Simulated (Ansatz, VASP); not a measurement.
# Be in VASP and in Ansatz

```
CELL_PARAMETERS angstrom
0.00000 1.59413 1.59413
1.59413 0.00000 1.59413
1.59413 1.59413 0.00000
ATOMIC_POSITIONS crystal
Be 0.00000 0.00000 0.00000
```

Alike in both runs: task single point; functional LDA; k mesh 19 × 19 × 19; occupations fermi-dirac, width 0.1 eV; no spin polarisation.

|  | VASP | Ansatz |
| --- | --- | --- |
| version | VASP 6.6.1 | Ansatz 0.2.0 |
| potentials or method | VASP PAW LDA potentials, release 64 (Be), cutoff 600 eV | plane waves (420 eV) with PAW, scalar-relativistic |
| valence electrons in the cell | 2 | 2 |

|  | VASP | Ansatz | Ansatz less VASP |
| --- | --- | --- | --- |
| pressure (GPa) | -8.4 | -8.7 | -0.37 |

Ansatz warns that its potentials were made for another functional, while VASP's fit it. LDA's correlation is that of Perdew and Zunger in VASP and of Perdew and Wang (1992) in Ansatz.
